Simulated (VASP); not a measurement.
# NiO (R-3m) in VASP: a series of runs

The runs below take NiO through relaxation of shape and atoms at fixed volume, single point, with PBE+U.

Program: VASP 6.6.1. These are calculated values, not measurements. Logs are shortened: lines on timing, memory, paths and dates and some standing lists are left out, and cuts for length are marked.

### 1 The cell of the first run

The typed cell holds 4 atoms: a = 5.271 Å, b = 5.271 Å, c = 5.271 Å, α = 33.59°, β = 33.59°, γ = 33.59°.

### 2 Relaxation of shape and atoms at fixed volume, PBE+U, collinear spin, antiferromagnetic start (9.99 Å³/atom)

Input file INCAR:

```
PREC     = Accurate       # precision mode
ENCUT    = 600            # plane-wave cutoff, eV
EDIFF    = 1E-7           # SCF threshold, eV
ISMEAR   = 0              # smearing method
SIGMA    = 0.05           # smearing width, eV
LREAL    = F              # projectors in reciprocal space
LASPH    = T              # aspherical terms in the spheres
NELM     = 200            # most SCF steps
ALGO     = Normal         # electronic algorithm
ISIF     = 4              # what is computed and relaxed
LWAVE    = F              # write WAVECAR
LCHARG   = F              # write CHGCAR
ISPIN    = 2              # spin polarisation
MAGMOM   = 1.87 -1.87 0 0 # initial moments
LORBIT   = 11             # projections on sites
LMAXMIX  = 4              # l up to which the mixer works
LDAU     = T              # DFT+U
LDAUTYPE = 2            
LDAUL    = 2 -1           # shell
LDAUU    = 6.2 0          # U, eV
LDAUJ    = 0 0          
LDAUPRINT= 1            
GGA      = PE             # functional
IBRION   = 2              # ionic algorithm
NSW      = 60             # ionic steps
EDIFFG   = -0.01          # ionic threshold
GGA_COMPAT= F            
NELMIN   = 4
```

Input file KPOINTS:

```
Automatic mesh
0
Gamma
  10 10 10
```

Input file POSCAR:

```
NiO
1.0
   -2.1507960427     -2.1507960427      4.3050576540
   -4.3050576540     -2.1507960427      2.1507960427
   -2.1507960427     -4.3050576540      2.1507960427
Ni O
2 2
Direct
    0.0000000000      0.0000000000      0.0000000000
    0.5000000000      0.5000000000      0.5000000000
    1.2500000005     -0.7499999995     -0.7499999995
    1.7499999995     -0.2500000005     -0.2500000005
```

Potentials or basis: VASP PAW PBE potentials, release 64 (Ni, O).

The run is started by

```sh
> cat potpaw_PBE.64/Ni/POTCAR potpaw_PBE.64/O/POTCAR > POTCAR
> mpirun -np 1 vasp_std > vasp.out
```

OUTCAR:

```text
PREC = Accurate
   ENCUT = 600
   EDIFF = 1E-7
   ISMEAR = 0
   LREAL = F
   LASPH = T
   NELM = 200
   ISIF = 4
   ISPIN = 2
   LORBIT = 11
   GGA = PE
   IBRION = 2
   NSW = 60
   EDIFFG = -0.01
   NELMIN = 4

 ion  position               nearest neighbor table
   1  0.000  0.000  0.000-   4 2.15   4 2.15   4 2.15   3 2.15   3 2.15   3 2.15   2 3.04   2 3.04
                             2 3.04   2 3.04   2 3.04   2 3.04
   2  0.500  0.500  0.500-   3 2.15   4 2.15   3 2.15   4 2.15   4 2.15   3 2.15   1 3.04   1 3.04
                             1 3.04   1 3.04   1 3.04   1 3.04
   3  0.250  0.250  0.250-   1 2.15   1 2.15   1 2.15   2 2.15   2 2.15   2 2.15
   4  0.750  0.750  0.750-   1 2.15   1 2.15   1 2.15   2 2.15   2 2.15   2 2.15

  LATTYP: Found a trigonal (rhomboedric) cell.
 ALAT       =     5.2711828501
 COS(alpha) =     0.8329752918

  Lattice vectors:

 A1 = (  -2.1507960427,  -2.1507960427,   4.3050576540)
 A2 = (  -4.3050576540,  -2.1507960427,   2.1507960427)
 A3 = (  -2.1507960427,  -4.3050576540,   2.1507960427)

Analysis of symmetry for initial positions (statically):
=====================================================================
 Subroutine PRICEL returns following result:

  LATTYP: Found a trigonal (rhomboedric) cell.
 ALAT       =     3.0441359537
 COS(alpha) =     0.4991948389
[... 12 lines left out ...]
 Subroutine GETGRP returns: Found 12 space group operations
 (whereof 12 operations were pure point group operations)
 out of a pool of 12 trial point group operations.

The static configuration has the point symmetry D_3d.

Analysis of symmetry for dynamics (positions and initial velocities):
=====================================================================
 Subroutine PRICEL returns following result:

  LATTYP: Found a trigonal (rhomboedric) cell.
 ALAT       =     3.0441359537
 COS(alpha) =     0.4991948389
[... 12 lines left out ...]
 Subroutine GETGRP returns: Found 12 space group operations
 (whereof 12 operations were pure point group operations)
 out of a pool of 12 trial point group operations.

The dynamic configuration has the point symmetry D_3d.

Analysis of structural, dynamic, and magnetic symmetry:
=====================================================================
 Subroutine PRICEL returns following result:

  LATTYP: Found a trigonal (rhomboedric) cell.
 ALAT       =     3.0441359537
 COS(alpha) =     0.4991948389
[... 12 lines left out ...]
 Subroutine GETGRP returns: Found 12 space group operations
 (whereof 12 operations were pure point group operations)
 out of a pool of 12 trial point group operations.

The overall configuration has the point symmetry D_3d.

 Subroutine INISYM returns: Found 12 space group operations
 (whereof 12 operations are pure point group operations),
 and found     2 'primitive' translations

----------------------------------------------------------------------------------------

                                     Primitive cell

  volume of cell :      19.9711

  direct lattice vectors                    reciprocal lattice vectors
    -2.152528827  0.001732784  2.152528827    -0.232191545  0.232004630  0.232191545
    -2.152528827 -2.152528827 -0.001732784    -0.232191545 -0.232191545 -0.232004630
     0.001732784 -2.152528827  2.152528827     0.232004630 -0.232191545  0.232191545

  length of vectors
[... 140 lines left out ...]

  0.9794 -0.0000 -0.0002 -0.0000  0.0000
 -0.0000  0.9794 -0.0001  0.0000  0.0002
 -0.0002 -0.0001  0.1361 -0.0001  0.0000
 -0.0000  0.0000 -0.0001  0.9794 -0.0002
  0.0000  0.0002  0.0000 -0.0002  0.1361

 occupancies and eigenvectors

  o =  0.1361  v =  0.0000  0.0000  0.0000  0.0000  0.0000 -0.0000 -0.0002 -0.0125  0.0002  0.9999      0.0000  0.0000  0.0000  0.0000  0.0000  0.0000  0.0000  0.0000  0.0000  0.0000
  o =  0.1361  v =  0.0000  0.0000  0.0000  0.0000  0.0000 -0.0002 -0.0001 -0.9999 -0.0001 -0.0125      0.0000  0.0000  0.0000  0.0000  0.0000  0.0000  0.0000  0.0000  0.0000  0.0000
  o =  0.9794  v =  0.0000  0.0000  0.0000  0.0000  0.0000  0.6095 -0.1658 -0.0002  0.7753 -0.0002      0.0000  0.0000  0.0000  0.0000  0.0000  0.0000  0.0000  0.0000  0.0000  0.0000
  o =  0.9794  v =  0.0000  0.0000  0.0000  0.0000  0.0000 -0.5433 -0.7995  0.0002  0.2561 -0.0002      0.0000  0.0000  0.0000  0.0000  0.0000  0.0000  0.0000  0.0000  0.0000  0.0000
  o =  0.9794  v =  0.0000  0.0000  0.0000  0.0000  0.0000 -0.5774  0.5774  0.0000  0.5774  0.0000      0.0000  0.0000  0.0000  0.0000  0.0000  0.0000  0.0000  0.0000  0.0000  0.0000
  o =  0.9812  v =  0.5774 -0.5774  0.0000 -0.5774  0.0000  0.0000  0.0000  0.0000  0.0000  0.0000      0.0000  0.0000  0.0000  0.0000  0.0000  0.0000  0.0000  0.0000  0.0000  0.0000
  o =  0.9812  v =  0.6261  0.7669  0.0007 -0.1408 -0.0006  0.0000  0.0000  0.0000  0.0000  0.0000      0.0000  0.0000  0.0000  0.0000  0.0000  0.0000  0.0000  0.0000  0.0000  0.0000
  o =  0.9812  v =  0.5240 -0.2802  0.0006  0.8043  0.0007  0.0000  0.0000  0.0000  0.0000  0.0000      0.0000  0.0000  0.0000  0.0000  0.0000  0.0000  0.0000  0.0000  0.0000  0.0000
  o =  1.0193  v =  0.0007  0.0004 -0.9997  0.0004  0.0261  0.0000  0.0000  0.0000  0.0000  0.0000      0.0000  0.0000  0.0000  0.0000  0.0000  0.0000  0.0000  0.0000  0.0000  0.0000
  o =  1.0193  v = -0.0000  0.0006  0.0261 -0.0006  0.9997  0.0000  0.0000  0.0000  0.0000  0.0000      0.0000  0.0000  0.0000  0.0000  0.0000  0.0000  0.0000  0.0000  0.0000  0.0000

atom =   2  type =  1  l = 2

 onsite density matrix

spin component  1

  0.9794 -0.0000 -0.0002 -0.0000  0.0000
 -0.0000  0.9794 -0.0001  0.0000  0.0002
 -0.0002 -0.0001  0.1361 -0.0001  0.0000
 -0.0000  0.0000 -0.0001  0.9794 -0.0002
  0.0000  0.0002  0.0000 -0.0002  0.1361

spin component  2

  0.9812  0.0000 -0.0000  0.0000  0.0000
  0.0000  0.9812 -0.0000 -0.0000  0.0000
 -0.0000 -0.0000  1.0193 -0.0000  0.0000
  0.0000 -0.0000 -0.0000  0.9812 -0.0000
  0.0000  0.0000  0.0000 -0.0000  1.0193

 occupancies and eigenvectors

  o =  0.1361  v = -0.0002 -0.0002 -0.9290 -0.0000  0.3700  0.0000  0.0000  0.0000  0.0000  0.0000      0.0000  0.0000  0.0000  0.0000  0.0000  0.0000  0.0000  0.0000  0.0000  0.0000
  o =  0.1361  v = -0.0001  0.0001 -0.3700 -0.0002 -0.9290  0.0000  0.0000  0.0000  0.0000  0.0000      0.0000  0.0000  0.0000  0.0000  0.0000  0.0000  0.0000  0.0000  0.0000  0.0000
  o =  0.9794  v = -0.2802  0.5241  0.0001 -0.8043  0.0003  0.0000  0.0000  0.0000  0.0000  0.0000      0.0000  0.0000  0.0000  0.0000  0.0000  0.0000  0.0000  0.0000  0.0000  0.0000
  o =  0.9794  v =  0.7669  0.6261 -0.0003  0.1408  0.0001  0.0000  0.0000  0.0000  0.0000  0.0000      0.0000  0.0000  0.0000  0.0000  0.0000  0.0000  0.0000  0.0000  0.0000  0.0000
  o =  0.9794  v = -0.5774  0.5774  0.0000  0.5774  0.0000  0.0000  0.0000  0.0000  0.0000  0.0000      0.0000  0.0000  0.0000  0.0000  0.0000  0.0000  0.0000  0.0000  0.0000  0.0000
  o =  0.9812  v =  0.0000  0.0000  0.0000  0.0000  0.0000  0.5774 -0.5774  0.0000 -0.5774 -0.0000      0.0000  0.0000  0.0000  0.0000  0.0000  0.0000  0.0000  0.0000  0.0000  0.0000
  o =  0.9812  v =  0.0000  0.0000  0.0000  0.0000  0.0000  0.4547 -0.3600  0.0005  0.8147  0.0008      0.0000  0.0000  0.0000  0.0000  0.0000  0.0000  0.0000  0.0000  0.0000  0.0000
  o =  0.9812  v =  0.0000  0.0000  0.0000  0.0000  0.0000  0.6782  0.7329  0.0008 -0.0547 -0.0005      0.0000  0.0000  0.0000  0.0000  0.0000  0.0000  0.0000  0.0000  0.0000  0.0000
  o =  1.0193  v =  0.0000  0.0000  0.0000  0.0000  0.0000  0.0007  0.0004 -0.9994  0.0003  0.0341      0.0000  0.0000  0.0000  0.0000  0.0000  0.0000  0.0000  0.0000  0.0000  0.0000
  o =  1.0193  v =  0.0000  0.0000  0.0000  0.0000  0.0000 -0.0000  0.0006  0.0341 -0.0007  0.9994      0.0000  0.0000  0.0000  0.0000  0.0000  0.0000  0.0000  0.0000  0.0000  0.0000

 number of electron      32.0000001 magnetization       0.0000000

 Free energy of the ion-electron system (eV)
  ---------------------------------------------------
  ext. energy  EPLUGINS =         0.00000000
  ---------------------------------------------------
  free energy    TOTEN  =       -20.33733226 eV

  energy without entropy =      -20.33733226  energy(sigma->0) =      -20.33733226

 E-fermi :   5.4607     XC(G=0): -12.1147

 val. band max:        5.1797401253   @ k =   0.5000   0.5000   0.5000
 cond. band min:       7.9436220603   @ k =   0.0000   0.0000   0.0000
 fundamental gap:      2.7638819351
 Fermi energy:         5.4607265593

 spin component 1

 k-point     1 :       0.0000    0.0000    0.0000
  band No.  band energies     occupation
      1     -12.3942      1.00000
      2     -11.1946      1.00000
      3      -1.1721      1.00000
      4      -0.8570      1.00000
      5      -0.8569      1.00000
      6       0.8862      1.00000
[... 1097 lines left out ...]
     19      12.0982      0.00000
     20      13.3946      0.00000

 [... further k-points ...]
[... 5 lines left out ...]
  --------------------------------------------------------------------------------------
  -------------------------------------------------------------------------------------
  Total       -3.3629856     -3.3629856     -3.3629856      0.0097179     -0.0097179     -0.0097179
  in kB     -134.8977100   -134.8977100   -134.8977100      0.3898079     -0.3898079     -0.3898079
  external PRESSURE =    -134.8977100 kB  Pullay stress =       0.0000000 kB

 VOLUME and BASIS-vectors are now :
 -----------------------------------------------------------------------------
  energy-cutoff  :      600.00
  volume of cell :       39.94
      direct lattice vectors                 reciprocal lattice vectors
    -2.150796043 -2.150796043  4.305057654     0.116002315  0.116002315  0.348193860
    -4.305057654 -2.150796043  2.150796043    -0.348193860  0.116002315 -0.116002315
    -2.150796043 -4.305057654  2.150796043     0.116002315 -0.348193860 -0.116002315

 POSITION                                       TOTAL-FORCE (eV/Angst)
 -----------------------------------------------------------------------------------
      0.00000      0.00000      0.00000        -0.000000      0.000000      0.000000
     -4.30332     -4.30332      4.30332        -0.000000      0.000000      0.000000
     -2.15166     -2.15166      2.15166        -0.000000      0.000000      0.000000
     -6.45499     -6.45499      6.45499         0.000000     -0.000000     -0.000000
 -----------------------------------------------------------------------------------
    total drift:                                0.000000      0.000000      0.000000

  FREE ENERGIE OF THE ION-ELECTRON SYSTEM (eV)
  ---------------------------------------------------
  free  energy   TOTEN  =       -20.3373322575 eV

  energy  without entropy=      -20.3373322575  energy(sigma->0) =      -20.33733226

 reached required accuracy - stopping structural energy minimisation

 total charge

# of ion       s       p       d       tot
------------------------------------------
    1        0.317   0.357   8.169   8.843
    2        0.317   0.357   8.169   8.843
    3        1.547   3.428   0.000   4.975
    4        1.547   3.428   0.000   4.975
--------------------------------------------------
tot          3.728   7.569  16.338  27.635

 magnetization (x)

# of ion       s       p       d       tot
------------------------------------------
    1       -0.000  -0.003   1.770   1.767
    2        0.000   0.003  -1.770  -1.767
    3        0.000   0.000   0.000   0.000
    4        0.000   0.000   0.000   0.000
--------------------------------------------------
tot          0.000   0.000   0.000   0.000
```

It took 9.9 min on 1 thread of AMD EPYC 7R13 (Zen 3), shared host; peak memory 0.4 GiB.

What came out:

```
Free energy                                           : -20.3373 eV
Pressure after relaxing                               : -13.5 GPa
Band gap on the k mesh                                : 2.76 eV
Net moment                                            : 0.00 μB per cell
Site moments                                          : Ni +1.77, -1.77; O +0.00 μB
Valence electrons inside the program's atomic spheres : Ni 8.84; O 4.97
```

Final structure:
```cif
data_structure
_symmetry_space_group_name_H-M 'P 1'
_symmetry_Int_Tables_number 1
_cell_length_a 5.2712
_cell_length_b 5.2712
_cell_length_c 5.2712
_cell_angle_alpha 33.594
_cell_angle_beta 33.594
_cell_angle_gamma 33.594
_cell_volume 39.94
loop_
_atom_site_label
_atom_site_type_symbol
_atom_site_fract_x
_atom_site_fract_y
_atom_site_fract_z
_atom_site_occupancy
Ni1 Ni 0.00000 0.00000 0.00000 1
Ni2 Ni 0.50000 0.50000 0.50000 1
O1 O 0.25000 0.25000 0.25000 1
O2 O 0.75000 0.75000 0.75000 1
```

Levels at points of the mesh, in eV from the valence-band top:
Spin up:
```csv
k point,band 12,band 13,band 14,band 15,band 16,band 17,band 18,band 19,band 20
"(0.00, 0.00, 0.00)",-0.67,-0.67,-0.59,-0.59,-0.58,2.76,4.15,4.15,6.99
"(0.50, 0.00, 0.00)",-2.21,-1.86,-1.58,-1.21,-0.57,4.07,4.11,8.43,8.73
"(0.50, 0.50, 0.00)",-2.11,-1.84,-1.83,-0.60,-0.52,4.31,4.41,7.00,7.17
"(0.50, 0.50, 0.50)",-1.95,-1.16,-1.16,0.00,0.00,4.04,4.04,5.47,5.59
```
Spin down:
```csv
k point,band 12,band 13,band 14,band 15,band 16,band 17,band 18,band 19,band 20
"(0.00, 0.00, 0.00)",-0.67,-0.67,-0.59,-0.59,-0.58,2.76,4.15,4.15,6.99
"(0.50, 0.00, 0.00)",-2.21,-1.86,-1.58,-1.21,-0.57,4.07,4.11,8.43,8.73
"(0.50, 0.50, 0.00)",-2.11,-1.84,-1.83,-0.60,-0.52,4.31,4.41,7.00,7.17
"(0.50, 0.50, 0.50)",-1.95,-1.16,-1.16,0.00,0.00,4.04,4.04,5.47,5.59
```

Eigenvalues of the final occupation matrices:
| site | spin | trace | eigenvalues |
| --- | --- | --- | --- |
| site 1 d | 1 | 4.98 | 0.98 0.98 0.98 1.02 1.02 |
| site 1 d | 2 | 3.21 | 0.14 0.14 0.98 0.98 0.98 |
| site 2 d | 1 | 3.21 | 0.14 0.14 0.98 0.98 0.98 |
| site 2 d | 2 | 4.98 | 0.98 0.98 0.98 1.02 1.02 |

A k mesh can miss the band edges. The state reached can hang on the start; a lower one may exist.

### 3 Single point, PBE+U, collinear spin, antiferromagnetic start (9.41 Å³/atom)

This run uses another cell than the first one, of 9.41 Å³/atom.

Input file INCAR:

```
PREC     = Accurate       # precision mode
ENCUT    = 600            # plane-wave cutoff, eV
EDIFF    = 1E-6           # SCF threshold, eV
ISMEAR   = 0              # smearing method
SIGMA    = 0.05           # smearing width, eV
LREAL    = False          # projectors in reciprocal space
LASPH    = True           # aspherical terms in the spheres
NELM     = 200            # most SCF steps
ALGO     = Normal         # electronic algorithm
ISIF     = 2              # what is computed and relaxed
LWAVE    = False          # write WAVECAR
LCHARG   = False          # write CHGCAR
ISPIN    = 2              # spin polarisation
MAGMOM   = 1.85 -1.85 0 0 # initial moments
LORBIT   = 11             # projections on sites
LMAXMIX  = 4              # l up to which the mixer works
LDAU     = True           # DFT+U
LDAUTYPE = 2            
LDAUL    = 2 -1           # shell
LDAUU    = 6.2 0          # U, eV
LDAUJ    = 0 0          
LDAUPRINT= 1            
GGA      = PE             # functional
NBANDS   = 28             # bands
GGA_COMPAT= False
```

Input file KPOINTS:

```
regular mesh
0
Gamma
  10 10 10
```

Input file POSCAR:

```
NiO
1.0
   -2.1086126496     -2.1086126496      4.2206228979
   -4.2206228979     -2.1086126496      2.1086126496
   -2.1086126496     -4.2206228979      2.1086126496
Ni O
2 2
Direct
    0.0000000000      0.0000000000      0.0000000000
    0.5000000000      0.5000000000      0.5000000000
    1.2500000005     -0.7499999995     -0.7499999995
    1.7499999995     -0.2500000005     -0.2500000005
```

Potentials or basis: VASP PAW PBE potentials, release 64 (Ni, O).

The run is started by

```sh
> cat potpaw_PBE.64/Ni/POTCAR potpaw_PBE.64/O/POTCAR > POTCAR
> mpirun -np 1 vasp_std > vasp.out
```

Wall time 21 min (1 thread of Oxide Virtual Turin-like, shared host); peak memory 0.43 GiB.

Results (log left out):

```
Free energy                                           : -20.4684 eV
Pressure                                              : -5.1 GPa
Band gap on the k mesh                                : 3.18 eV
Net moment                                            : 0.00 μB per cell
Site moments                                          : Ni +1.75, -1.75; O +0.00 μB
Valence electrons inside the program's atomic spheres : Ni 8.95; O 5.00
```

Levels at points of the mesh, in eV from the valence-band top:
Spin up:
```tsv
k point	band 12	band 13	band 14	band 15	band 16	band 17	band 18	band 19	band 20	band 21
(0.00, 0.00, 0.00)	-0.72	-0.72	-0.72	-0.72	-0.71	3.18	4.28	4.28	7.22	11.53
(0.50, 0.00, 0.00)	-2.21	-1.86	-1.69	-1.22	-0.59	4.22	4.23	8.90	9.20	11.08
(0.50, 0.50, 0.00)	-2.05	-2.04	-2.00	-0.64	-0.53	4.46	4.60	7.24	7.65	11.52
(0.50, 0.50, 0.50)	-1.92	-1.30	-1.30	0.00	0.00	4.15	4.15	5.89	6.01	13.12
```
Spin down:
```csv
k point,band 14,band 15,band 16,band 17,band 18,band 19
"(0.00, 0.00, 0.00)",-0.72,-0.72,-0.71,3.18,4.28,4.28
"(0.50, 0.00, 0.00)",-1.69,-1.22,-0.59,4.22,4.23,8.90
"(0.50, 0.50, 0.00)",-2.00,-0.64,-0.53,4.46,4.60,7.24
"(0.50, 0.50, 0.50)",-1.30,0.00,0.00,4.15,4.15,5.89
```

Eigenvalues of the final occupation matrices:
| site | spin | trace | eigenvalues |
| --- | --- | --- | --- |
| site 1 d | 1 | 5.00 | 0.98 0.98 0.98 1.03 1.03 |
| site 1 d | 2 | 3.24 | 0.15 0.15 0.98 0.98 0.98 |
| site 2 d | 1 | 3.24 | 0.15 0.15 0.98 0.98 0.98 |
| site 2 d | 2 | 5.00 | 0.98 0.98 0.98 1.03 1.03 |

Caveat: the cell stands under tension. The state reached can hang on the start; a lower one may exist.

(Continued in part 2 of 2.)
